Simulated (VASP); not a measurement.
# P in VASP: a series of runs

P is run at these levels: PBEsol; tasks: single point.

Everything below comes from runs of VASP 6.6.1. Logs are shortened: lines on timing, memory, paths and dates and some standing lists are left out, and cuts for length are marked.

### 1 The cell of the first run

The cell holds a slab with vacuum, 4 atoms: a = 3.284 Å, b = 34.857 Å, c = 4.539 Å, α = 90.00°, β = 90.00°, γ = 90.00°.

### 2 Single point, PBEsol (strain -0.0200 x Voigt [0, 0, 1, 0, 0, 0])

INCAR

```
SYSTEM = P
PREC = Accurate ; ENCUT = 520
EDIFF = 1E-6 ; ISMEAR = 0
SIGMA = 0.05 ; LREAL = .FALSE.
LASPH = .TRUE. ; NELM = 100
ALGO = Normal ; ISIF = 2
LWAVE = .FALSE. ; LCHARG = .FALSE.
GGA = PS ; NBANDS = 18
```

KPOINTS

```
regular mesh
0
G
  8 1 6
  0 0 0
```

POSCAR

```
P
1.0
    3.2837277200      0.0000000000      0.0000000000
    0.0000000000     34.8570309900      0.0000000000
    0.0000000000      0.0000000000      4.5394430158
P
4
Direct
    0.0000000000      0.9702614300      0.5921507200
    0.0000000000      0.0297385700      0.4078492800
    0.5000000000      0.0297385700      0.0921507200
    0.5000000000      0.9702614300      0.9078492800
```

Potentials or basis: VASP PAW PBE potentials, release 64 (P).

Launch:

```console
> cat potpaw_PBE.64/P/POTCAR > POTCAR
> mpirun -np 1 vasp_std > vasp.out
```

OUTCAR:

```text
SYSTEM = P
   PREC = Accurate
   ENCUT = 520
   EDIFF = 1E-6
   ISMEAR = 0
   LREAL = .FALSE.
   LASPH = .TRUE.
   NELM = 100
   ISIF = 2
   GGA = PS

 ion  position               nearest neighbor table
   1  0.000  0.970  0.592-   4 2.18   4 2.18   2 2.24
   2  0.000  0.030  0.408-   3 2.18   3 2.18   1 2.24
   3  0.500  0.030  0.092-   2 2.18   2 2.18   4 2.24
   4  0.500  0.970  0.908-   1 2.18   1 2.18   3 2.24

  LATTYP: Found a simple orthorhombic cell.
 ALAT       =     3.2837277200
 B/A-ratio  =     1.3824054254
 C/A-ratio  =    10.6150795566

  Lattice vectors:

 A1 = (  -3.2837277200,   0.0000000000,   0.0000000000)
 A2 = (   0.0000000000,   0.0000000000,   4.5394430158)
 A3 = (   0.0000000000,  34.8570309900,   0.0000000000)

Analysis of symmetry for initial positions (statically):
=====================================================================
 Subroutine PRICEL returns:
 Original cell was already a primitive cell.

 Routine SETGRP: Setting up the symmetry group for a
 simple orthorhombic supercell.

 Subroutine GETGRP returns: Found  8 space group operations
 (whereof  4 operations were pure point group operations)
 out of a pool of  8 trial point group operations.

The static configuration has the point symmetry C_2h.
 The point group associated with its full space group is D_2h.

Analysis of symmetry for dynamics (positions and initial velocities):
=====================================================================
 Subroutine PRICEL returns:
 Original cell was already a primitive cell.

 Routine SETGRP: Setting up the symmetry group for a
 simple orthorhombic supercell.

 Subroutine GETGRP returns: Found  8 space group operations
 (whereof  4 operations were pure point group operations)
 out of a pool of  8 trial point group operations.

The dynamic configuration has the point symmetry C_2h.
 The point group associated with its full space group is D_2h.

 Subroutine INISYM returns: Found  8 space group operations
 (whereof  4 operations are pure point group operations),
 and found     1 'primitive' translations

----------------------------------------------------------------------------------------

                                     Primitive cell

  volume of cell :     519.5892

  direct lattice vectors                    reciprocal lattice vectors
     3.283727720  0.000000000  0.000000000     0.304531948  0.000000000  0.000000000
     0.000000000 34.857030990  0.000000000     0.000000000  0.028688617  0.000000000
     0.000000000  0.000000000  4.539443016     0.000000000  0.000000000  0.220291343

  length of vectors
     3.283727720 34.857030990  4.539443016     0.304531948  0.028688617  0.220291343

  position of ions in fractional coordinates (direct lattice)
     0.000000000  0.970261430  0.592150720
     0.000000000  0.029738570  0.407849280
     0.500000000  0.029738570  0.092150720
     0.500000000  0.970261430  0.907849280

  ion indices of the primitive-cell ions
   primitive index   ion index
                 1           1
                 2           2
                 3           3
                 4           4

----------------------------------------------------------------------------------------

 KPOINTS: regular mesh

Automatic generation of k-mesh.
 Grid dimensions read from file:
 generate k-points for:    8    1    6

 Generating k-lattice:

  Cartesian coordinates                     Fractional coordinates (reciprocal lattice)
     0.038066494  0.000000000  0.000000000     0.125000000  0.000000000  0.000000000
     0.000000000  0.028688617  0.000000000     0.000000000  1.000000000  0.000000000
     0.000000000  0.000000000  0.036715224     0.000000000  0.000000000  0.166666667

  Length of vectors
     0.038066494  0.028688617  0.036715224

  Shift w.r.t. Gamma in fractional coordinates (k-lattice)
     0.000000000  0.000000000  0.000000000

 Subroutine IBZKPT returns following result:
 ===========================================

 Found     20 irreducible k-points:

 Following reciprocal coordinates:
            Coordinates               Weight
  0.000000  0.000000  0.000000      1.000000
  0.125000  0.000000  0.000000      2.000000
  0.250000  0.000000  0.000000      2.000000
  0.375000  0.000000  0.000000      2.000000
  0.500000  0.000000  0.000000      1.000000
  0.000000  0.000000  0.166667      2.000000
[... 12 lines left out ...]
  0.375000  0.000000  0.500000      2.000000
  0.500000  0.000000  0.500000      1.000000
   k-points           NKPTS =     20   k-points in BZ     NKDIM =     20   number of bands    NBANDS=     18
   number of dos      NEDOS =    301   number of ions     NIONS =      4
   total plane-waves  NPLWV = 233280
   dimension x,y,z NGX =    24 NGY =  270 NGZ =   36
   dimension x,y,z NGXF=    48 NGYF=  540 NGZF=   72
   ions per type =               4
   NGX,Y,Z   is equivalent  to a cutoff of  12.15, 12.88, 13.18 a.u.
   NGXF,Y,Z  is equivalent  to a cutoff of  24.30, 25.75, 26.37 a.u.
 SYSTEM =  P
   PREC   = accura    normal or accurate (medium, high low for compatibility)
   ISTART =      0    job   : 0-new  1-cont  2-samecut
   ICHARG =      2    charge: 1-file 2-atom 10-const
   ISPIN  =      1    spin polarized calculation?
   LNONCOLLINEAR =      F non collinear calculations
   LSORBIT =      F    spin-orbit coupling
   LASPH  =      T    aspherical Exc in radial PAW
   ENCUT  =  520.0 eV  38.22 Ry    6.18 a.u.   6.11 64.81  8.44*2*pi/ulx,y,z
   NELM   =    100;   NELMIN=  2; NELMDL= -5     # of ELM steps
   EDIFF  = 0.1E-05   stopping-criterion for ELM
   LREAL  =      F    real-space projection
   EDIFFG = 0.1E-04   stopping-criterion for IOM
   NSW    =      0    number of steps for IOM
   IBRION =     -1    ionic relax: 0-MD 1-quasi-New 2-CG
   NFREE  =      0    steps in history (QN), initial steepest desc. (CG)
   ISIF   =      2    stress and relaxation
   ISYM   =      2    0-nonsym 1-usesym 2-fastsym
   POTIM  = 0.5000    time-step for ionic-motion
   TEBEG  =    0.0;   TEEND  =   0.0 temperature during run
   PSTRESS=    0.0 pullay stress
   NELECT =      20.0000    total number of electrons
   NUPDOWN=      -1.0000    fix difference up-down
   EMIN   =  10.00;   EMAX   =-10.00  energy-range for DOS
   EFERMI =   0.00;   METHOD = LEGACY
   ISMEAR =     0;   SIGMA  =   0.05  broadening in eV -4-tet -1-fermi 0-gaus
   EFERMI_NEDOS =   21; number of points for ismear=-14 and -15
   IALGO  =     38    algorithm
   IMIX   =      4    mixing-type and parameters
     AMIX     =   0.40;   BMIX     =  1.00
     AMIX_MAG =   1.60;   BMIX_MAG =  1.00
  volume/ion in A,a.u.               =     129.90       876.59
  Fermi-wavevector in a.u.,A,eV,Ry     =   0.552753  1.044553  4.157075  0.305536
  Thomas-Fermi vector in A             =   1.585330
   LORBIT       =      0    0 simple, 1 ext, 2 COOP (PROOUT), +10 PAW based schemes
   GGA     = PS    functional components
   LHFCALC =     F    Hartree Fock is set to
   AEXX    =    0.0000 exact exchange contribution
   IVDW    =     0    specifies the selected vdW correction
   LEPSILON=     F    determine dielectric tensor
   LRPA    =     F    only Hartree local field effects (RPA)
 non-spin polarized calculation
 Gauss-broadening in eV      SIGMA  =   0.05
  energy-cutoff  :      520.00
  volume of cell :      519.59
 maximum number of plane-waves:     14038
   NGX = 13   NGY =129   NGZ = 17

 number of electron      20.0000003 magnetization

 Free energy of the ion-electron system (eV)
  ---------------------------------------------------
  ext. energy  EPLUGINS =         0.00000000
  ---------------------------------------------------
  free energy    TOTEN  =       -22.80384317 eV

  energy without entropy =      -22.80384317  energy(sigma->0) =      -22.80384317

 E-fermi :  -3.0724     XC(G=0):  -1.7816

 val. band max:       -3.3455571684   @ k =   0.0000   0.0000   0.0000
 cond. band min:      -2.5643454193   @ k =   0.0000   0.0000   0.0000
 fundamental gap:      0.7812117491
 Fermi energy:        -3.0723920632

 k-point     1 :       0.0000    0.0000    0.0000
  band No.  band energies     occupation
      1     -18.7235      2.00000
      2     -16.1833      2.00000
      3     -12.5798      2.00000
      4      -9.3101      2.00000
      5      -8.0950      2.00000
      6      -7.9169      2.00000
[... 10 lines left out ...]
     17       1.6397      0.00000
     18       1.7831      0.00000

 k-point     2 :       0.1250    0.0000    0.0000
  band No.  band energies     occupation
      1     -18.5340      2.00000
      2     -15.9866      2.00000
      3     -12.6742      2.00000
      4      -9.1666      2.00000
      5      -8.1633      2.00000
      6      -8.0129      2.00000
[... 10 lines left out ...]
     17       1.8571      0.00000
     18       1.8865      0.00000

 k-point     3 :       0.2500    0.0000    0.0000
  band No.  band energies     occupation
      1     -17.9709      2.00000
      2     -15.3991      2.00000
      3     -13.2248      2.00000
      4      -9.5797      2.00000
      5      -9.0283      2.00000
      6      -8.7802      2.00000
[... 10 lines left out ...]
     17       2.0639      0.00000
     18       2.3879      0.00000

 k-point     4 :       0.3750    0.0000    0.0000
  band No.  band energies     occupation
      1     -17.0540      2.00000
      2     -14.4358      2.00000
      3     -14.4293      2.00000
      4     -11.4361      2.00000
      5      -9.0336      2.00000
      6      -8.3779      2.00000
[... 291 lines left out ...]
      4     -11.8701      2.00000
      5      -9.1215      2.00000
      6      -9.1215      2.00000
[... 10 lines left out ...]
     17       2.9767      0.00000
     18       2.9767      0.00000

 k-point    19 :       0.3750    0.0000    0.5000
  band No.  band energies     occupation
      1     -16.0425      2.00000
      2     -16.0425      2.00000
      3     -12.7373      2.00000
      4     -12.7373      2.00000
      5      -9.2626      2.00000
      6      -9.2626      2.00000
[... 10 lines left out ...]
     17       3.3679      0.00000
     18       3.3679      0.00000

 k-point    20 :       0.5000    0.0000    0.5000
  band No.  band energies     occupation
      1     -15.4306      2.00000
      2     -15.4306      2.00000
      3     -13.5231      2.00000
      4     -13.5231      2.00000
      5      -8.5697      2.00000
      6      -8.5697      2.00000
[... 10 lines left out ...]
     17       3.0597      0.00000
     18       3.0597      0.00000

------------------------ aborting loop because EDIFF is reached ----------------------------------------

  FORCE on cell =-STRESS in cart. coord.  units (eV):
  Direction    XX          YY          ZZ          XY          YZ          ZX
  --------------------------------------------------------------------------------------
  -------------------------------------------------------------------------------------
  Total        0.2879808      0.3827299      1.1849069      0.0000000      0.0000000      0.0000000
  in kB        0.8880022      1.1801653      3.6537154      0.0000000      0.0000000      0.0000000
  external PRESSURE =       1.9072943 kB  Pullay stress =       0.0000000 kB

 VOLUME and BASIS-vectors are now :
 -----------------------------------------------------------------------------
  energy-cutoff  :      520.00
  volume of cell :      519.59
      direct lattice vectors                 reciprocal lattice vectors
     3.283727720  0.000000000  0.000000000     0.304531948  0.000000000  0.000000000
     0.000000000 34.857030990  0.000000000     0.000000000  0.028688617  0.000000000
     0.000000000  0.000000000  4.539443016     0.000000000  0.000000000  0.220291343

 POSITION                                       TOTAL-FORCE (eV/Angst)
 -----------------------------------------------------------------------------------
      0.00000     33.82043      2.68803         0.000000     -0.095770     -0.562137
      0.00000      1.03660      1.85141         0.000000      0.095770      0.562137
      1.64186      1.03660      0.41831         0.000000      0.095770     -0.562137
      1.64186     33.82043      4.12113         0.000000     -0.095770      0.562137
 -----------------------------------------------------------------------------------
    total drift:                               -0.000000      0.000000     -0.000000

  FREE ENERGIE OF THE ION-ELECTRON SYSTEM (eV)
  ---------------------------------------------------
  free  energy   TOTEN  =       -22.8038431700 eV

  energy  without entropy=      -22.8038431700  energy(sigma->0) =      -22.80384317
```

Run time: 3 min. Hardware: 1 thread of Intel Xeon 6975P-C (Granite Rapids), shared host; peak memory 0.55 GiB.

Results:

| Property | Result |
| --- | --- |
| Free energy | -22.8038 eV |
| Largest force | 0.570 eV/Å |
| Band gap on the k mesh | 0.78 eV |

Forces in eV/Å, atoms in the order of the input:
```
P    0.000 -0.096 -0.562
P    0.000  0.096  0.562
P    0.000  0.096 -0.562
P    0.000 -0.096  0.562
```

Levels at points of the mesh, in eV from the valence-band top:
| k point | band 7 | band 8 | band 9 | band 10 | band 11 | band 12 | band 13 | band 14 |
| --- | --- | --- | --- | --- | --- | --- | --- | --- |
| (0.00, 0.00, 0.00) | -3.73 | -2.11 | -1.76 | 0.00 | 0.78 | 1.27 | 2.45 | 3.35 |
| (0.50, 0.00, 0.00) | -2.83 | -2.83 | -2.11 | -2.11 | 1.16 | 1.16 | 2.16 | 2.16 |
| (0.00, 0.00, 0.50) | -2.92 | -2.92 | -1.35 | -1.35 | 1.90 | 1.90 | 3.64 | 3.64 |
| (0.50, 0.00, 0.50) | -4.74 | -4.74 | -1.19 | -1.19 | 2.21 | 2.21 | 4.00 | 4.00 |

Caveat: the cell differs from its parent crystal (strain -0.0200 x Voigt [0, 0, 1, 0, 0, 0]); there is no dipole correction, which matters where the two faces differ; the PAW data sets were made with another functional, which shifts forces and pressure a little.

### 3 Single point, PBEsol (strain -0.0100 x Voigt [0, 0, 1, 0, 0, 0])

INCAR

```
ALGO = Normal
EDIFF = 1E-6
ENCUT = 520
GGA = PS
ISIF = 2
ISMEAR = 0
LASPH = True
LCHARG = False
LREAL = False
LWAVE = False
NBANDS = 18
NELM = 80
PREC = Accurate
SIGMA = 0.05
```

KPOINTS

```
k-points
0
Gamma
  8 1 6
```

POSCAR, as its differences from that of step 2:

```diff
@@ -4,3 +4,3 @@
     0.0000000000     34.8570309900      0.0000000000
-    0.0000000000      0.0000000000      4.5394430158
+    0.0000000000      0.0000000000      4.5857638629
 P
```

Potentials or basis: VASP PAW PBE potentials, release 64 (P).

Launch:

```console
> cat potpaw_PBE.64/P/POTCAR > POTCAR
> mpirun -np 1 vasp_std > vasp.out
```

OUTCAR:

```text
EDIFF = 1E-6
   ENCUT = 520
   GGA = PS
   ISIF = 2
   ISMEAR = 0
   LASPH = True
   LREAL = False
   NELM = 80
   PREC = Accurate

 ion  position               nearest neighbor table
   1  0.000  0.970  0.592-   4 2.19   4 2.19   2 2.24
   2  0.000  0.030  0.408-   3 2.19   3 2.19   1 2.24
   3  0.500  0.030  0.092-   2 2.19   2 2.19   4 2.24
   4  0.500  0.970  0.908-   1 2.19   1 2.19   3 2.24

  LATTYP: Found a simple orthorhombic cell.
[... 613 lines left out ...]

  FORCE on cell =-STRESS in cart. coord.  units (eV):
  Direction    XX          YY          ZZ          XY          YZ          ZX
  --------------------------------------------------------------------------------------
  -------------------------------------------------------------------------------------
  Total       -0.1061866      0.2770883      0.5229466      0.0000000      0.0000000      0.0000000
  in kB       -0.3241239      0.8457840      1.5962419      0.0000000      0.0000000      0.0000000
  external PRESSURE =       0.7059674 kB  Pullay stress =       0.0000000 kB

 VOLUME and BASIS-vectors are now :
 -----------------------------------------------------------------------------
  energy-cutoff  :      520.00
  volume of cell :      524.89
      direct lattice vectors                 reciprocal lattice vectors
     3.283727720  0.000000000  0.000000000     0.304531948  0.000000000  0.000000000
     0.000000000 34.857030990  0.000000000     0.000000000  0.028688617  0.000000000
     0.000000000  0.000000000  4.585763863     0.000000000  0.000000000  0.218066178

 POSITION                                       TOTAL-FORCE (eV/Angst)
 -----------------------------------------------------------------------------------
      0.00000     33.82043      2.71546        -0.000000     -0.070263     -0.405350
      0.00000      1.03660      1.87030         0.000000      0.070263      0.405350
      1.64186      1.03660      0.42258         0.000000      0.070263     -0.405350
      1.64186     33.82043      4.16318         0.000000     -0.070263      0.405350
 -----------------------------------------------------------------------------------
    total drift:                               -0.000000      0.000000     -0.000000

  FREE ENERGIE OF THE ION-ELECTRON SYSTEM (eV)
  ---------------------------------------------------
  free  energy   TOTEN  =       -22.8126660680 eV

  energy  without entropy=      -22.8126660680  energy(sigma->0) =      -22.81266607
```

OSZICAR:

```text
N       E                     dE             d eps       ncg     rms          rms(c)
DAV:   1     0.139239121518E+03    0.13924E+03   -0.55718E+03   728   0.722E+02
DAV:   2    -0.455411584162E+01   -0.14379E+03   -0.13395E+03  1212   0.131E+02
DAV:   3    -0.226669405913E+02   -0.18113E+02   -0.18037E+02   980   0.566E+01
DAV:   4    -0.230571676838E+02   -0.39023E+00   -0.38902E+00   990   0.107E+01
[... 13 lines left out ...]
DAV:  18    -0.228126428338E+02   -0.17459E-04   -0.21085E-07   776   0.182E-03    0.315E-03
DAV:  19    -0.228126575675E+02   -0.14734E-04   -0.32793E-07   714   0.164E-03    0.236E-03
DAV:  20    -0.228126634350E+02   -0.58675E-05   -0.17234E-07   792   0.131E-03    0.184E-03
DAV:  21    -0.228126654128E+02   -0.19778E-05   -0.34278E-08   696   0.632E-04    0.132E-03
DAV:  22    -0.228126660680E+02   -0.65524E-06   -0.66399E-09   700   0.381E-04
   1 F= -.22812666E+02 E0= -.22812666E+02  d E =-.151014E-13
```

stdout:

```text
POSCAR found type information on POSCAR P
 POSCAR found :  1 types and       4 ions
 scaLAPACK will be used
 -----------------------------------------------------------------------------
|                                                                             |
|                                                                             |
|     You enforced a specific xc type in the INCAR file but a different       |
|     I HOPE YOU KNOW WHAT YOU ARE DOING!                                     |
|                                                                             |
 -----------------------------------------------------------------------------

 LDA part: xc-table for (Slater+PW92), standard interpolation
 POSCAR, INCAR and KPOINTS ok, starting setup
 FFT: planning ... GRIDC
 FFT: planning ... GRID_SOFT
 FFT: planning ... GRID
 WAVECAR not read
 entering main loop
```

Run time: 2.7 min. Hardware: 1 thread of Intel Xeon 6975P-C (Granite Rapids), shared host; peak memory 0.56 GiB.

Results:

- Free energy: -22.8127 eV
- Largest force: 0.411 eV/Å
- Band gap on the k mesh: 0.84 eV

Forces in eV/Å, atoms in the order of the input:
```
P    0.000 -0.070 -0.405
P    0.000  0.070  0.405
P    0.000  0.070 -0.405
P    0.000 -0.070  0.405
```

Levels at points of the mesh, in eV from the valence-band top:
| k point | band 7 | band 8 | band 9 | band 10 | band 11 | band 12 | band 13 | band 14 |
| --- | --- | --- | --- | --- | --- | --- | --- | --- |
| (0.00, 0.00, 0.00) | -3.60 | -1.99 | -1.71 | 0.00 | 0.84 | 1.37 | 2.52 | 3.32 |
| (0.50, 0.00, 0.00) | -2.80 | -2.80 | -2.06 | -2.06 | 1.15 | 1.15 | 2.17 | 2.17 |
| (0.00, 0.00, 0.50) | -2.80 | -2.80 | -1.38 | -1.38 | 1.96 | 1.96 | 3.68 | 3.68 |
| (0.50, 0.00, 0.50) | -4.68 | -4.68 | -1.14 | -1.14 | 2.26 | 2.26 | 3.87 | 3.87 |

Caveat: the cell differs from its parent crystal (strain -0.0100 x Voigt [0, 0, 1, 0, 0, 0]); there is no dipole correction, which matters where the two faces differ; the PAW data sets were made with another functional, which shifts forces and pressure a little.

(Part 1 of 2 ends here.)
